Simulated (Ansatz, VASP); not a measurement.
**Two plane-wave programs on Sb**

```
Sb
1.0
     3.11012    0.00000    0.00000
     0.00000    3.11012    0.00000
     0.00000    0.00000    3.11012
Sb
1
Cartesian
  0.0000 0.0000 0.0000
```

Alike in both runs: functional PBE; k mesh 13 × 13 × 13; occupations fermi-dirac, width 0.05 eV; non-collinear spin, spin-orbit coupling.

Ansatz relaxed the structure, and its values are those at the end. VASP's run is a single point on that final structure, the one shown.

```csv
,VASP,Ansatz
version,VASP 6.6.1,Ansatz 0.2.0
potentials or method,"VASP PAW PBE potentials, release 64 (Sb)","PAW with Ansatz's default frozen-core files, fully relativistic files with spin-orbit coupling"
plane-wave cutoff (eV),520,420
valence electrons in the cell,5,15
```

|  | VASP | Ansatz | Ansatz less VASP |
| --- | --- | --- | --- |
| pressure (GPa) | 0.0 | 0.0 | +0.01 |
| net moment per atom (μB) | 0.00 | 0.00 | 0.000 |

VASP's potentials hold 5 valence electrons a cell and Ansatz's 15, so a difference there can come from the potentials and not from the codes.
